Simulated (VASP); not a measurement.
# Si3C2 in VASP: a series of runs

The runs below take Si3C2 through single point, relaxation of cell and atoms, with PBE.

All numbers are computed with VASP 6.6.1; they aren't measurements. Logs are shortened: lines on timing, memory, paths and dates and some standing lists are left out, and cuts for length are marked.

### Step 1. The cell of the first run

The typed cell holds 10 atoms: a = 2.954 Å, b = 5.108 Å, c = 6.834 Å, α = 98.17°, β = 102.45°, γ = 90.01°.

### Step 2. Single point, PBE

INCAR

```
SYSTEM = Si3C2
PREC     = Accurate       ! precision mode
ENCUT    = 520            ! plane-wave cutoff, eV
EDIFF    = 1E-7           ! SCF threshold, eV
ISMEAR   = 0              ! smearing method
SIGMA    = 0.2            ! smearing width, eV
LREAL    = .False.        ! projectors in reciprocal space
LASPH    = .True.         ! aspherical terms in the spheres
NELM     = 80             ! most SCF steps
ALGO     = Normal         ! electronic algorithm
ISIF     = 2              ! what is computed and relaxed
LWAVE    = .False.        ! write WAVECAR
LCHARG   = .False.        ! write CHGCAR
GGA      = PE             ! functional
NBANDS   = 31             ! bands
```

KPOINTS

```
regular mesh
0
Gamma
  8 4 8
  0 0 0
```

POSCAR

```
Si3C2
1.0
    1.4773780070     -2.5580033077     -0.0007583031
   -4.4232074518     -2.5538702747      0.0465839224
    0.0514400375      1.7335732121     -6.6104276414
Si C
6 4
Direct
    0.5740039170      0.8514566762      0.1478421564
    0.0739477248      0.3514772958      0.1478394722
    0.2496571010      0.7498065570      0.5000222493
    0.7494215262      0.2498353074      0.4999922185
    0.9261573967      0.6485952752      0.8521580021
    0.4261381549      0.1486045920      0.8521441652
    0.6552573983      0.5493981444      0.3104152452
    0.1553407501      0.0494373001      0.3104213630
    0.8449944818      0.9506942086      0.6895761866
    0.3450815492      0.4506946434      0.6895889417
```

Potentials or basis: VASP PAW PBE potentials, release 64 (Si, C).

On the command line:

```sh
cat potpaw_PBE.64/Si/POTCAR potpaw_PBE.64/C/POTCAR > POTCAR
mpirun -np 1 vasp_std > vasp.out
```

OUTCAR:

```text
SYSTEM = Si3C2
   PREC = Accurate
   ENCUT = 520
   EDIFF = 1E-7
   ISMEAR = 0
   LREAL = .False.
   LASPH = .True.
   NELM = 80
   ISIF = 2
   GGA = PE

 ion  position               nearest neighbor table
   1  0.574  0.851  0.148-   7 2.01   8 2.01   8 2.02   5 2.56   5 2.56   6 2.66   4 2.88   3 2.89
                             3 2.89   2 2.95   2 2.95   2 2.95   2 2.95
   2  0.074  0.351  0.148-   8 2.01   7 2.01   7 2.02   6 2.56   6 2.56   5 2.66   3 2.88   4 2.89
                             4 2.89   1 2.95   1 2.95   1 2.95   1 2.95
   3  0.250  0.750  0.500-   9 2.11   7 2.11   7 2.11   9 2.11  10 2.12   8 2.12   2 2.88   6 2.88
                             5 2.88   1 2.89   1 2.89   5 2.89   4 2.95   4 2.95   4 2.95   4 2.95
   4  0.749  0.250  0.500-   8 2.11  10 2.11   8 2.11  10 2.11   9 2.12   7 2.12   1 2.88   5 2.88
                             6 2.88   2 2.89   2 2.89   6 2.89   3 2.95   3 2.95   3 2.95   3 2.95
   5  0.926  0.649  0.852-   9 2.01  10 2.01  10 2.02   1 2.56   1 2.56   2 2.66   4 2.88   3 2.88
                             3 2.89   6 2.95   6 2.95   6 2.95   6 2.95
   6  0.426  0.149  0.852-  10 2.01   9 2.02   9 2.02   2 2.56   2 2.56   1 2.66   3 2.88   4 2.88
                             4 2.89   5 2.95   5 2.95   5 2.95   5 2.95
   7  0.655  0.549  0.310-   1 2.01   2 2.01   2 2.02   3 2.11   3 2.11   4 2.12
   8  0.155  0.049  0.310-   2 2.01   1 2.01   1 2.02   4 2.11   4 2.11   3 2.12
   9  0.845  0.951  0.690-   5 2.01   6 2.02   6 2.02   3 2.11   3 2.11   4 2.12
  10  0.345  0.451  0.690-   6 2.01   5 2.01   5 2.02   4 2.11   4 2.11   3 2.12

  LATTYP: Found a triclinic cell.
 ALAT       =     6.8355503940
 B/A-ratio  =     0.4321502749
 C/A-ratio  =     0.7472342820
 COS(alpha) =     0.0001309712
 COS(beta)  =     0.1421985242
 COS(gamma) =     0.2165474364

  Lattice vectors:

 A1 = (  -1.5288180445,   0.8244300956,   6.6111859445)
 A2 = (  -1.4773780070,   2.5580033077,   0.0007583031)
 A3 = (  -4.4232074518,  -2.5538702747,   0.0465839224)

Analysis of symmetry for initial positions (statically):
=====================================================================
 Subroutine PRICEL returns:
 Original cell was already a primitive cell.

 Routine SETGRP: Setting up the symmetry group for a
 triclinic supercell.

 Subroutine GETGRP returns: Found  1 space group operations
 (whereof  1 operations were pure point group operations)
 out of a pool of  2 trial point group operations.

The static configuration has the point symmetry C_1 .

Analysis of symmetry for dynamics (positions and initial velocities):
=====================================================================
 Subroutine PRICEL returns:
 Original cell was already a primitive cell.

 Routine SETGRP: Setting up the symmetry group for a
 triclinic supercell.

 Subroutine GETGRP returns: Found  1 space group operations
 (whereof  1 operations were pure point group operations)
 out of a pool of  2 trial point group operations.

The dynamic configuration has the point symmetry C_1 .

 Subroutine INISYM returns: Found  1 space group operations
 (whereof  1 operations are pure point group operations),
 and found     1 'primitive' translations

----------------------------------------------------------------------------------------

                                     Primitive cell

  volume of cell :      99.6158

  direct lattice vectors                    reciprocal lattice vectors
     1.477378007 -2.558003308 -0.000758303     0.168662115 -0.293496466 -0.075656471
    -4.423207452 -2.553870275  0.046583922    -0.169760257 -0.098037235 -0.027031110
     0.051440038  1.733573212 -6.610427641    -0.001215654 -0.000657204 -0.151457954

  length of vectors
     2.953984982  5.107757591  6.834155088     0.346858741  0.197890185  0.151464258

  position of ions in fractional coordinates (direct lattice)
     0.574003917  0.851456676  0.147842156
     0.073947725  0.351477296  0.147839472
     0.249657101  0.749806557  0.500022249
     0.749421526  0.249835307  0.499992218
     0.926157397  0.648595275  0.852158002
     0.426138155  0.148604592  0.852144165
     0.655257398  0.549398144  0.310415245
     0.155340750  0.049437300  0.310421363
     0.844994482  0.950694209  0.689576187
     0.345081549  0.450694643  0.689588942

  ion indices of the primitive-cell ions
   primitive index   ion index
                 1           1
                 2           2
                 3           3
                 4           4
                 5           5
                 6           6
                 7           7
                 8           8
                 9           9
                10          10

----------------------------------------------------------------------------------------

 KPOINTS: regular mesh

Automatic generation of k-mesh.
 Grid dimensions read from file:
 generate k-points for:    8    4    8

 Generating k-lattice:

  Cartesian coordinates                     Fractional coordinates (reciprocal lattice)
     0.021082764 -0.036687058 -0.009457059     0.125000000  0.000000000  0.000000000
    -0.042440064 -0.024509309 -0.006757778     0.000000000  0.250000000  0.000000000
    -0.000151957 -0.000082151 -0.018932244     0.000000000 -0.000000000  0.125000000

  Length of vectors
     0.043357343  0.049472546  0.018933032

  Shift w.r.t. Gamma in fractional coordinates (k-lattice)
     0.000000000  0.000000000  0.000000000

 Subroutine IBZKPT returns following result:
 ===========================================

 Found    132 irreducible k-points:

 Following reciprocal coordinates:
            Coordinates               Weight
  0.000000  0.000000  0.000000      1.000000
  0.125000  0.000000  0.000000      2.000000
  0.250000  0.000000  0.000000      2.000000
  0.375000  0.000000  0.000000      2.000000
  0.500000  0.000000  0.000000      1.000000
  0.000000  0.250000  0.000000      2.000000
[... 16 lines left out ...]
  0.500000  0.000000  0.125000      2.000000
 -0.375000 -0.000000  0.125000      2.000000
 [... further k-points ...]
   k-points           NKPTS =    132   k-points in BZ     NKDIM =    132   number of bands    NBANDS=     31
   number of dos      NEDOS =    301   number of ions     NIONS =     10
   total plane-waves  NPLWV =  51840
   dimension x,y,z NGX =    24 NGY =   40 NGZ =   54
   dimension x,y,z NGXF=    48 NGYF=   80 NGZF=  108
   ions per type =               6   4
   NGX,Y,Z   is equivalent  to a cutoff of  13.51, 13.02, 13.14 a.u.
   NGXF,Y,Z  is equivalent  to a cutoff of  27.01, 26.04, 26.27 a.u.
 SYSTEM =  Si3C2
   PREC   = accura    normal or accurate (medium, high low for compatibility)
   ISTART =      0    job   : 0-new  1-cont  2-samecut
   ICHARG =      2    charge: 1-file 2-atom 10-const
   ISPIN  =      1    spin polarized calculation?
   LNONCOLLINEAR =      F non collinear calculations
   LSORBIT =      F    spin-orbit coupling
   LASPH  =      T    aspherical Exc in radial PAW
   ENCUT  =  520.0 eV  38.22 Ry    6.18 a.u.   5.49  9.50 12.71*2*pi/ulx,y,z
   NELM   =     80;   NELMIN=  2; NELMDL= -5     # of ELM steps
   EDIFF  = 0.1E-06   stopping-criterion for ELM
   LREAL  =      F    real-space projection
   EDIFFG = 0.1E-05   stopping-criterion for IOM
   NSW    =      0    number of steps for IOM
   IBRION =     -1    ionic relax: 0-MD 1-quasi-New 2-CG
   NFREE  =      0    steps in history (QN), initial steepest desc. (CG)
   ISIF   =      2    stress and relaxation
   ISYM   =      2    0-nonsym 1-usesym 2-fastsym
   POTIM  = 0.5000    time-step for ionic-motion
   TEBEG  =    0.0;   TEEND  =   0.0 temperature during run
   PSTRESS=    0.0 pullay stress
   NELECT =      40.0000    total number of electrons
   NUPDOWN=      -1.0000    fix difference up-down
   EMIN   =  10.00;   EMAX   =-10.00  energy-range for DOS
   EFERMI =   0.00;   METHOD = LEGACY
   ISMEAR =     0;   SIGMA  =   0.20  broadening in eV -4-tet -1-fermi 0-gaus
   EFERMI_NEDOS =   21; number of points for ismear=-14 and -15
   IALGO  =     38    algorithm
   IMIX   =      4    mixing-type and parameters
     AMIX     =   0.40;   BMIX     =  1.00
     AMIX_MAG =   1.60;   BMIX_MAG =  1.00
  volume/ion in A,a.u.               =       9.96        67.22
  Fermi-wavevector in a.u.,A,eV,Ry     =   1.207773  2.282360 19.847035  1.458716
  Thomas-Fermi vector in A             =   2.343401
   LORBIT       =      0    0 simple, 1 ext, 2 COOP (PROOUT), +10 PAW based schemes
   GGA     = PE    functional components
   LHFCALC =     F    Hartree Fock is set to
   AEXX    =    0.0000 exact exchange contribution
   IVDW    =     0    specifies the selected vdW correction
   LEPSILON=     F    determine dielectric tensor
   LRPA    =     F    only Hartree local field effects (RPA)
 non-spin polarized calculation
 Gauss-broadening in eV      SIGMA  =   0.20
  energy-cutoff  :      520.00
  volume of cell :       99.62
 maximum number of plane-waves:      2707
 NGX is ok and might be reduce to    24

 number of electron      40.0000002 magnetization

 Free energy of the ion-electron system (eV)
  ---------------------------------------------------
  ext. energy  EPLUGINS =         0.00000000
  ---------------------------------------------------
  free energy    TOTEN  =       -63.81899295 eV

  energy without entropy =      -63.78127594  energy(sigma->0) =      -63.80013444

 E-fermi :  11.7861     XC(G=0): -12.0408

 val. band max:       11.7732643977   @ k =  -0.0000   0.5000   0.2500
 cond. band min:      11.8191659841   @ k =  -0.2500   0.2500   0.3750
 fundamental gap:      0.0459015864
 Fermi energy:        11.7861056351

 k-point     1 :       0.0000    0.0000    0.0000
  band No.  band energies     occupation
      1      -6.2481      2.00000
      2      -4.0028      2.00000
      3      -1.8544      2.00000
      4      -1.2438      2.00000
      5      -1.1304      2.00000
      6       0.3722      2.00000
[... 23 lines left out ...]
     30      16.7896      0.00000
     31      16.9773      0.00000
[... 751 lines left out ...]
      1      -4.1478      2.00000
      2      -2.1276      2.00000
      3      -0.8456      2.00000
      4      -0.5727      2.00000
      5       1.0454      2.00000
      6       1.7866      2.00000
[... 23 lines left out ...]
     30      17.9795      0.00000
     31      18.2093      0.00000

 [... further k-points ...]
[... 5 lines left out ...]
  --------------------------------------------------------------------------------------
  -------------------------------------------------------------------------------------
  Total        0.1056864      0.0913667      0.0506040      0.0500813     -0.0349528     -0.0059401
  in kB        1.6998132      1.4695022      0.8138928      0.8054848     -0.5621655     -0.0955385
  external PRESSURE =       1.3277361 kB  Pullay stress =       0.0000000 kB

 VOLUME and BASIS-vectors are now :
 -----------------------------------------------------------------------------
  energy-cutoff  :      520.00
  volume of cell :       99.62
      direct lattice vectors                 reciprocal lattice vectors
     1.477378007 -2.558003308 -0.000758303     0.168662115 -0.293496466 -0.075656471
    -4.423207452 -2.553870275  0.046583922    -0.169760257 -0.098037235 -0.027031110
     0.051440038  1.733573212 -6.610427641    -0.001215654 -0.000657204 -0.151457954

 POSITION                                       TOTAL-FORCE (eV/Angst)
 -----------------------------------------------------------------------------------
     -2.91054     -3.38652     -0.93807         0.005407      0.001584     -0.009054
     -1.43780     -0.83050     -0.96097         0.007169      0.002415     -0.007690
     -2.92199     -1.68671     -3.27062        -0.001972     -0.002871      0.001292
      0.02783     -1.68830     -3.29409         0.001635     -0.003451      0.001135
     -1.45675     -2.54826     -5.60362        -0.005802     -0.002102      0.006617
      0.01609      0.00767     -5.62644        -0.005453     -0.001000      0.006513
     -1.44607     -2.54111     -2.02688        -0.004395     -0.002821      0.008876
      0.02679      0.01452     -2.04983        -0.002429     -0.000186      0.009906
     -2.92127     -3.39402     -4.51475         0.003703      0.003778     -0.009234
     -1.44823     -0.83828     -4.53774         0.002137      0.004656     -0.008361
 -----------------------------------------------------------------------------------
    total drift:                               -0.000007      0.000013      0.000005

  FREE ENERGIE OF THE ION-ELECTRON SYSTEM (eV)
  ---------------------------------------------------
  free  energy   TOTEN  =       -63.8189929457 eV

  energy  without entropy=      -63.7812759367  energy(sigma->0) =      -63.80013444
```

It took 3 min on 1 thread of Intel Xeon 6975P-C (Granite Rapids), shared host; peak memory 0.41 GiB.

Results:

```
Free energy            : -63.8190 eV
Pressure               : 0.1 GPa
Largest force          : 0.011 eV/Å
Band gap on the k mesh : zero (bands 20 and 21 overlap by 2.57 eV)
```

Forces on the atoms (eV/Å):
```
Si   0.005  0.002 -0.009
Si   0.007  0.002 -0.008
Si  -0.002 -0.003  0.001
Si   0.002 -0.003  0.001
Si  -0.006 -0.002  0.007
Si  -0.005 -0.001  0.007
C   -0.004 -0.003  0.009
C   -0.002  0.000  0.010
C    0.004  0.004 -0.009
C    0.002  0.005 -0.008
```

### Step 3. Relaxation of cell and atoms, PBE

This run uses another cell than the first one: it holds 5 atoms, not 10.

INCAR

```
ALGO     = Normal         # electronic algorithm
EDIFF    = 1E-6           # SCF threshold, eV
EDIFFG   = -0.01          # ionic threshold
ENCUT    = 600            # plane-wave cutoff, eV
GGA      = PE             # functional
IBRION   = 2              # ionic algorithm
ISIF     = 3              # what is computed and relaxed
ISMEAR   = 0              # smearing method
LASPH    = T              # aspherical terms in the spheres
LCHARG   = F              # write CHGCAR
LREAL    = F              # projectors in reciprocal space
LWAVE    = F              # write WAVECAR
NELM     = 80             # most SCF steps
NSW      = 100            # ionic steps
PREC     = Accurate       # precision mode
SIGMA    = 0.1            # smearing width, eV
```

KPOINTS

```
k-points
0
Gamma
  12 12 12
```

POSCAR

```
Si3C2
1.0
    1.4824300481      0.8558813873      6.5705842004
   -1.4824300481      0.8558813873      6.5705842004
    0.0000000000     -1.7117627747      6.5705842004
Si C
3 2
Direct
    0.2837873339      0.2837873339      0.2837873339
    0.5000000000      0.5000000000      0.5000000000
    0.7162126661      0.7162126661      0.7162126661
    0.8969883632      0.8969883632      0.8969883632
    0.1030116368      0.1030116368      0.1030116368
```

Potentials or basis: VASP PAW PBE potentials, release 64 (Si, C).

On the command line:

```sh
cat potpaw_PBE.64/Si/POTCAR potpaw_PBE.64/C/POTCAR > POTCAR
mpirun -np 1 vasp_std > vasp.out
```

Run time: 17 min. Hardware: 1 thread of Intel Xeon 6975P-C (Granite Rapids), shared host; peak memory 0.53 GiB.

The run converged. Its results:

```
Free energy                           : -31.9070 eV
Relaxed volume                        : 9.95 Å³/atom
Relaxed cell                          : a = 6.803 Å, b = 6.803 Å, c = 6.803 Å, α = 25.07°, β = 25.07°, γ = 25.07°
Space group after relaxing (to 0.1 Å) : R-3m (No. 166)
Energy gained by relaxing             : 1.0 meV/atom
Ionic steps                           : 7
Pressure after relaxing               : 0.0 GPa
Largest force after relaxing          : 0.003 eV/Å
Band gap on the k mesh                : zero (bands 10 and 11 overlap by 5.80 eV)
```

Forces in eV/Å, atoms in the order of the input:
```
Si   0.000  0.000 -0.003
Si   0.000  0.000  0.000
Si   0.000  0.000  0.003
C    0.000  0.000 -0.003
C    0.000  0.000  0.003
```

The path:
```csv
step,energy change (eV),largest force (eV/Å),pressure (GPa),volume (Å³)
1,0.0000,0.2223,-0.13,50.02
2,-0.0040,0.0645,-0.81,49.96
3,-0.0042,0.0280,-0.69,49.97
4,-0.0046,0.0307,0.32,49.66
5,-0.0047,0.0300,0.05,49.74
6,-0.0048,0.0123,0.03,49.74
7,-0.0048,0.0032,0.01,49.74
```

Final structure:
```
CELL_PARAMETERS angstrom
1.47656 0.85249 6.58542
-1.47656 0.85249 6.58542
0.00000 -1.70498 6.58542
ATOMIC_POSITIONS crystal
Si 0.28428 0.28428 0.28428
Si 0.50000 0.50000 0.50000
Si 0.71572 0.71572 0.71572
C 0.89659 0.89659 0.89659
C 0.10341 0.10341 0.10341
```

Levels at points of the mesh, in eV from the Fermi level:
```csv
k point,band 7,band 8,band 9,band 10,band 11,band 12,band 13,band 14
"(0.00, 0.00, 0.00)",-1.89,-1.61,-1.61,4.47,4.47,4.53,4.70,4.70
"(0.50, 0.00, 0.00)",-4.54,-3.80,-3.58,-1.97,-0.23,0.90,3.28,3.48
"(0.50, 0.50, 0.00)",-4.90,-4.69,-3.28,-2.72,0.14,1.34,2.17,2.22
"(0.50, 0.50, 0.50)",-1.70,-1.51,-1.51,3.03,3.85,3.85,4.40,5.82
```
